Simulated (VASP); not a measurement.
# MgO (Fm-3m) in VASP: notebook

MgO is run at these levels: PBE, PBEsol; tasks: single point.

All numbers are computed with VASP 6.6.1; they aren't measurements. Logs are shortened: lines on timing, memory, paths and dates and some standing lists are left out, and cuts for length are marked.

## 1. The cell of the first run

Symmetry: Fm-3m, No. 225, cubic system. Conventional cell: a = 4.276 Å, b = 4.276 Å, c = 4.276 Å, α = 90.00°, β = 90.00°, γ = 90.00°. Mg (site symmetry m-3m) has 6 O at 2.14 Å within 2.8 Å. O (site symmetry m-3m) has 6 Mg at 2.14 Å within 2.8 Å.

## 2. Single point, PBE

Input file INCAR:

```
SYSTEM = MgO
  PREC = Accurate
  ENCUT = 520
  EDIFF = 1E-6
  ISMEAR = -1
  SIGMA = 0.05
  LREAL = .False.
  LASPH = .True.
  NELM = 60
  ALGO = Normal
  ISIF = 2
  LWAVE = .False.
  LCHARG = .True.
  GGA = PE
  LELF = .True.
  LVHAR = .True.
  NBANDS = 11
```

Input file KPOINTS:

```
regular mesh
0
Gamma
  11 11 11
  0 0 0
```

Input file POSCAR:

```
MgO
1.0
    0.0000000000      2.1381295086      2.1381295086
    2.1381295086      0.0000000000      2.1381295086
    2.1381295086      2.1381295086      0.0000000000
Mg O
1 1
Direct
    0.0000000000      0.0000000000      0.0000000000
    0.5000000000      0.5000000000      0.5000000000
```

Potentials or basis: VASP PAW PBE potentials, release 64 (Mg, O).

Command:

```bash
$ cat potpaw_PBE.64/Mg/POTCAR potpaw_PBE.64/O/POTCAR > POTCAR
$ mpirun -np 1 vasp_std > vasp.out
```

OUTCAR:

```text
SYSTEM = MgO
   PREC = Accurate
   ENCUT = 520
   EDIFF = 1E-6
   ISMEAR = -1
   LREAL = .False.
   LASPH = .True.
   NELM = 60
   ISIF = 2
   GGA = PE

 ion  position               nearest neighbor table
   1  0.000  0.000  0.000-   2 2.14   2 2.14   2 2.14   2 2.14   2 2.14   2 2.14
   2  0.500  0.500  0.500-   1 2.14   1 2.14   1 2.14   1 2.14   1 2.14   1 2.14

  LATTYP: Found a face centered cubic cell.
 ALAT       =     4.2762590172

  Lattice vectors:

 A1 = (   0.0000000000,   2.1381295086,   2.1381295086)
 A2 = (   2.1381295086,   0.0000000000,   2.1381295086)
 A3 = (   2.1381295086,   2.1381295086,   0.0000000000)

Analysis of symmetry for initial positions (statically):
=====================================================================
 Subroutine PRICEL returns:
 Original cell was already a primitive cell.

 Routine SETGRP: Setting up the symmetry group for a
 face centered cubic supercell.

 Subroutine GETGRP returns: Found 48 space group operations
 (whereof 48 operations were pure point group operations)
 out of a pool of 48 trial point group operations.

The static configuration has the point symmetry O_h .

Analysis of symmetry for dynamics (positions and initial velocities):
=====================================================================
 Subroutine PRICEL returns:
 Original cell was already a primitive cell.

 Routine SETGRP: Setting up the symmetry group for a
 face centered cubic supercell.

 Subroutine GETGRP returns: Found 48 space group operations
 (whereof 48 operations were pure point group operations)
 out of a pool of 48 trial point group operations.

The dynamic configuration has the point symmetry O_h .

 Subroutine INISYM returns: Found 48 space group operations
 (whereof 48 operations are pure point group operations),
 and found     1 'primitive' translations

----------------------------------------------------------------------------------------

                                     Primitive cell

  volume of cell :      19.5493

  direct lattice vectors                    reciprocal lattice vectors
     0.000000000  2.138129509  2.138129509    -0.233849258  0.233849258  0.233849258
     2.138129509  0.000000000  2.138129509     0.233849258 -0.233849258  0.233849258
     2.138129509  2.138129509  0.000000000     0.233849258  0.233849258 -0.233849258

  length of vectors
     3.023771749  3.023771749  3.023771749     0.405038797  0.405038797  0.405038797

  position of ions in fractional coordinates (direct lattice)
     0.000000000  0.000000000  0.000000000
     0.500000000  0.500000000  0.500000000

  ion indices of the primitive-cell ions
   primitive index   ion index
                 1           1
                 2           2

----------------------------------------------------------------------------------------

 KPOINTS: regular mesh

Automatic generation of k-mesh.
 Grid dimensions read from file:
 generate k-points for:   11   11   11

 Generating k-lattice:

  Cartesian coordinates                     Fractional coordinates (reciprocal lattice)
    -0.021259023  0.021259023  0.021259023     0.090909091  0.000000000  0.000000000
     0.021259023 -0.021259023  0.021259023     0.000000000  0.090909091  0.000000000
     0.021259023  0.021259023 -0.021259023     0.000000000  0.000000000  0.090909091

  Length of vectors
     0.036821709  0.036821709  0.036821709

  Shift w.r.t. Gamma in fractional coordinates (k-lattice)
     0.000000000  0.000000000  0.000000000

 Subroutine IBZKPT returns following result:
 ===========================================

 Found     56 irreducible k-points:

 Following reciprocal coordinates:
            Coordinates               Weight
  0.000000  0.000000  0.000000      1.000000
  0.090909  0.000000  0.000000      8.000000
  0.181818  0.000000  0.000000      8.000000
  0.272727  0.000000  0.000000      8.000000
  0.363636  0.000000  0.000000      8.000000
  0.454545  0.000000  0.000000      8.000000
[... 16 lines left out ...]
 -0.272727  0.181818  0.000000     24.000000
 -0.181818  0.181818  0.000000     12.000000
 [... further k-points ...]
   k-points           NKPTS =     56   k-points in BZ     NKDIM =     56   number of bands    NBANDS=     11
   number of dos      NEDOS =    301   number of ions     NIONS =      2
   total plane-waves  NPLWV =  13824
   dimension x,y,z NGX =    24 NGY =   24 NGZ =   24
   dimension x,y,z NGXF=    48 NGYF=   48 NGZF=   48
   ions per type =               1   1
   NGX,Y,Z   is equivalent  to a cutoff of  13.20, 13.20, 13.20 a.u.
   NGXF,Y,Z  is equivalent  to a cutoff of  26.39, 26.39, 26.39 a.u.
 SYSTEM =  MgO
   PREC   = accura    normal or accurate (medium, high low for compatibility)
   ISTART =      0    job   : 0-new  1-cont  2-samecut
   ICHARG =      2    charge: 1-file 2-atom 10-const
   ISPIN  =      1    spin polarized calculation?
   LNONCOLLINEAR =      F non collinear calculations
   LSORBIT =      F    spin-orbit coupling
   LASPH  =      T    aspherical Exc in radial PAW
   ENCUT  =  520.0 eV  38.22 Ry    6.18 a.u.   5.62  5.62  5.62*2*pi/ulx,y,z
   NELM   =     60;   NELMIN=  2; NELMDL= -5     # of ELM steps
   EDIFF  = 0.1E-05   stopping-criterion for ELM
   LREAL  =      F    real-space projection
   EDIFFG = 0.1E-04   stopping-criterion for IOM
   NSW    =      0    number of steps for IOM
   IBRION =     -1    ionic relax: 0-MD 1-quasi-New 2-CG
   NFREE  =      0    steps in history (QN), initial steepest desc. (CG)
   ISIF   =      2    stress and relaxation
   ISYM   =      2    0-nonsym 1-usesym 2-fastsym
   POTIM  = 0.5000    time-step for ionic-motion
   TEBEG  =    0.0;   TEEND  =   0.0 temperature during run
   PSTRESS=    0.0 pullay stress
   NELECT =       8.0000    total number of electrons
   NUPDOWN=      -1.0000    fix difference up-down
   EMIN   =  10.00;   EMAX   =-10.00  energy-range for DOS
   EFERMI =   0.00;   METHOD = LEGACY
   ISMEAR =    -1;   SIGMA  =   0.05  broadening in eV -4-tet -1-fermi 0-gaus
   EFERMI_NEDOS =   21; number of points for ismear=-14 and -15
   IALGO  =     38    algorithm
   IMIX   =      4    mixing-type and parameters
     AMIX     =   0.40;   BMIX     =  1.00
     AMIX_MAG =   1.60;   BMIX_MAG =  1.00
  volume/ion in A,a.u.               =       9.77        65.96
  Fermi-wavevector in a.u.,A,eV,Ry     =   1.215423  2.296817 20.099252  1.477253
  Thomas-Fermi vector in A             =   2.350811
   LORBIT       =      0    0 simple, 1 ext, 2 COOP (PROOUT), +10 PAW based schemes
   GGA     = PE    functional components
   LHFCALC =     F    Hartree Fock is set to
   AEXX    =    0.0000 exact exchange contribution
   IVDW    =     0    specifies the selected vdW correction
   LEPSILON=     F    determine dielectric tensor
   LRPA    =     F    only Hartree local field effects (RPA)
 non-spin polarized calculation
  energy-cutoff  :      520.00
  volume of cell :       19.55
 maximum number of plane-waves:       537
   NGX = 11   NGY = 11   NGZ = 11

 number of electron       8.0000002 magnetization

 Free energy of the ion-electron system (eV)
  ---------------------------------------------------
  ext. energy  EPLUGINS =         0.00000000
  ---------------------------------------------------
  free energy    TOTEN  =       -11.90844387 eV

  energy without entropy =      -11.90844387  energy(sigma->0) =      -11.90844387

 E-fermi :   3.8841     XC(G=0): -10.8657

 val. band max:        2.8547135436   @ k =   0.0000   0.0000   0.0000
 cond. band min:       7.1520064567   @ k =   0.0000   0.0000   0.0000
 fundamental gap:      4.2972929132
 Fermi energy:         3.8841470521

 k-point     1 :       0.0000    0.0000    0.0000
  band No.  band energies     occupation
      1     -14.1824      2.00000
      2       2.8547      2.00000
      3       2.8547      2.00000
      4       2.8547      2.00000
      5       7.1520      0.00000
      6      18.3965      0.00000
      7      18.3965      0.00000
      8      18.3965      0.00000
      9      22.1955      0.00000
     10      23.9177      0.00000
     11      23.9177      0.00000

 k-point     2 :       0.0909    0.0000    0.0000
  band No.  band energies     occupation
      1     -14.1016      2.00000
      2       2.3099      2.00000
      3       2.8028      2.00000
      4       2.8028      2.00000
      5       7.6892      0.00000
      6      17.3170      0.00000
      7      18.5832      0.00000
      8      18.5832      0.00000
      9      23.2172      0.00000
     10      23.2172      0.00000
     11      23.5744      0.00000

 k-point     3 :       0.1818    0.0000    0.0000
  band No.  band energies     occupation
      1     -13.8761      2.00000
      2       1.1777      2.00000
      3       2.6673      2.00000
      4       2.6673      2.00000
      5       8.7670      0.00000
      6      15.8654      0.00000
      7      18.9802      0.00000
      8      18.9802      0.00000
      9      22.4763      0.00000
     10      22.4763      0.00000
     11      24.4558      0.00000

 k-point     4 :       0.2727    0.0000    0.0000
  band No.  band energies     occupation
      1     -13.5589      2.00000
      2      -0.0027      2.00000
      3       2.4974      2.00000
      4       2.4974      2.00000
      5       9.7470      0.00000
      6      14.9874      0.00000
      7      19.1208      0.00000
      8      19.1208      0.00000
      9      22.6342      0.00000
     10      22.6342      0.00000
     11      23.9542      0.00000

 k-point     5 :       0.3636    0.0000    0.0000
  band No.  band energies     occupation
      1     -13.2410      2.00000
      2      -0.9579      2.00000
      3       2.3479      2.00000
      4       2.3479      2.00000
      5      10.2924      0.00000
      6      14.7899      0.00000
      7      18.9152      0.00000
      8      18.9152      0.00000
      9      23.4087      0.00000
     10      23.6370      0.00000
     11      23.6370      0.00000
[... 211 lines left out ...]
 k-point    21 :      -0.4545    0.1818    0.0000
  band No.  band energies     occupation
      1     -12.9079      2.00000
      2      -1.1380      2.00000
      3       1.2862      2.00000
      4       2.0601      2.00000
      5      11.7403      0.00000
      6      14.6774      0.00000
      7      16.3431      0.00000
      8      19.3794      0.00000
      9      22.3430      0.00000
     10      25.4129      0.00000
     11      26.7848      0.00000

 k-point    22 :      -0.3636    0.1818    0.0000
  band No.  band energies     occupation
      1     -12.9692      2.00000
      2      -0.9841      2.00000
      3       1.2165      2.00000
      4       2.1701      2.00000
      5      11.7279      0.00000
      6      14.6406      0.00000
      7      16.4561      0.00000
      8      19.4216      0.00000
      9      23.1252      0.00000
     10      23.8311      0.00000
     11      26.6880      0.00000

 k-point    23 :      -0.2727    0.1818    0.0000
  band No.  band energies     occupation
      1     -13.1826      2.00000
      2      -0.5164      2.00000
      3       1.3853      2.00000
      4       2.3380      2.00000
      5      11.3434      0.00000
      6      14.4484      0.00000
      7      16.9962      0.00000
      8      19.7193      0.00000
      9      22.0309      0.00000
     10      23.6635      0.00000
     11      26.7878      0.00000

 k-point    24 :      -0.1818    0.1818    0.0000
  band No.  band energies     occupation
      1     -13.4633      2.00000
      2       0.0910      2.00000
      3       1.8023      2.00000
      4       2.5141      2.00000
      5      10.4552      0.00000
      6      14.6646      0.00000
      7      17.8308      0.00000
      8      20.2958      0.00000
      9      20.5429      0.00000
     10      23.5984      0.00000
     11      26.6035      0.00000

 [... further k-points ...]

------------------------ aborting loop because EDIFF is reached ----------------------------------------

  FORCE on cell =-STRESS in cart. coord.  units (eV):
  Direction    XX          YY          ZZ          XY          YZ          ZX
  --------------------------------------------------------------------------------------
  -------------------------------------------------------------------------------------
  Total       -0.3696690     -0.3696690     -0.3696690     -0.0000000     -0.0000000      0.0000000
  in kB      -30.2964427    -30.2964427    -30.2964427     -0.0000000     -0.0000000      0.0000000
  external PRESSURE =     -30.2964427 kB  Pullay stress =       0.0000000 kB

 VOLUME and BASIS-vectors are now :
 -----------------------------------------------------------------------------
  energy-cutoff  :      520.00
  volume of cell :       19.55
      direct lattice vectors                 reciprocal lattice vectors
     0.000000000  2.138129509  2.138129509    -0.233849258  0.233849258  0.233849258
     2.138129509  0.000000000  2.138129509     0.233849258 -0.233849258  0.233849258
     2.138129509  2.138129509  0.000000000     0.233849258  0.233849258 -0.233849258

 POSITION                                       TOTAL-FORCE (eV/Angst)
 -----------------------------------------------------------------------------------
      0.00000      0.00000      0.00000        -0.000000     -0.000000      0.000000
      2.13813      2.13813      2.13813         0.000000      0.000000     -0.000000
 -----------------------------------------------------------------------------------
    total drift:                               -0.000000     -0.000000      0.000000

  FREE ENERGIE OF THE ION-ELECTRON SYSTEM (eV)
  ---------------------------------------------------
  free  energy   TOTEN  =       -11.9084438749 eV

  energy  without entropy=      -11.9084438749  energy(sigma->0) =      -11.90844387
```

Wall time 14 s (1 thread of AMD EPYC 7R43 (Zen 3), shared host); peak memory 0.11 GiB.

Results:

- Free energy: -11.9084 eV
- Pressure: -3.0 GPa
- Band gap on the k mesh: 4.30 eV, direct

PBE gaps usually lie below the measured ones, often by a third to a half.

## 3. Single point, PBEsol

This run uses another cell than the first one, of 9.22 Å³/atom, 0.943 times its volume.

Input file INCAR:

```
SYSTEM = MgO
ALGO = Normal
EDIFF = 1E-7
ENCUT = 520
GGA = PS
ISIF = 2
ISMEAR = 0
LASPH = .TRUE.
LCHARG = .TRUE.
LELF = .TRUE.
LREAL = .FALSE.
LVHAR = .TRUE.
LWAVE = .FALSE.
NBANDS = 11
NELM = 60
PREC = Accurate
SIGMA = 0.15
```

Input file KPOINTS:

```
k-points
0
G
  11 11 11
  0 0 0
```

Input file POSCAR:

```
MgO
1.0
    0.0000000000      2.0970013927      2.0970013927
    2.0970013927      0.0000000000      2.0970013927
    2.0970013927      2.0970013927      0.0000000000
Mg O
1 1
Direct
    0.0000000000      0.0000000000      0.0000000000
    0.5000000000      0.5000000000      0.5000000000
```

Potentials or basis: VASP PAW PBE potentials, release 64 (Mg, O).

Command:

```bash
$ cat potpaw_PBE.64/Mg/POTCAR potpaw_PBE.64/O/POTCAR > POTCAR
$ mpirun -np 1 vasp_std > vasp.out
```

Run time: 11 s. Hardware: 1 thread of Intel Xeon Platinum 8259CL at 2.50GHz (Skylake/Cascade Lake), shared host; peak memory 0.14 GiB.

It converged, with:

| Quantity | Value |
| --- | --- |
| Free energy | -12.5110 eV |
| Pressure | 1.9 GPa |
| Band gap on the k mesh | 4.76 eV, direct |

Levels at points of the mesh, in eV from the valence-band top:
| k point | band 1 | band 2 | band 3 | band 4 | band 5 | band 6 | band 7 | band 8 | band 9 |
| --- | --- | --- | --- | --- | --- | --- | --- | --- | --- |
| (0.00, 0.00, 0.00) | -17.27 | 0.00 | 0.00 | 0.00 | 4.76 | 15.70 | 15.70 | 15.70 | 19.58 |

Caveat: the PAW data sets were made with another functional, which shifts forces and pressure a little. PBEsol gaps usually lie below the measured ones, often by a third to a half.
